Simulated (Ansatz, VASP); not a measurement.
## LiF in VASP and in Ansatz

```
Li F
1.0
     2.93850    0.00000    0.00000
    -1.46925    2.54482    0.00000
     0.00000    0.00000    5.19191
Li F
2 2
Direct
  0.33333 0.66667 0.38115
  0.66667 0.33333 0.88115
  0.33333 0.66667 0.99384
  0.66667 0.33333 0.49384
```

Change from the starting cell: strain -0.040 along x and y, +0.080 along z, atoms carried along.

Alike in both runs: task single point; functional PBEsol; k mesh 9 × 9 × 6; occupations gaussian, width 0.05 eV; no spin polarisation.

|  | VASP | Ansatz |
| --- | --- | --- |
| version | VASP 6.6.1 | Ansatz 0.2.0 |
| potentials or method | VASP PAW PBE potentials, release 64 (Li_sv, F), cutoff 520 eV | scalar-relativistic, plane waves, PAW |
| valence electrons in the cell | 20 | 20 |

|  | VASP | Ansatz | Ansatz less VASP |
| --- | --- | --- | --- |
| gap on the k mesh at the Fermi level (eV) | 7.77 | 7.79 | +0.014 |
| least direct gap on the mesh (eV) | 7.77 | 7.79 | +0.014 |
| rms of the force components (eV/Å) | 0.209 | 0.193 | -0.0157 |

VASP's potentials were made for PBE, not for PBEsol. Atom by atom the forces differ by 0.016 eV/Å (rms over components).

Noted on VASP's run: the cutoff is short for stress, so the pressure is rough.
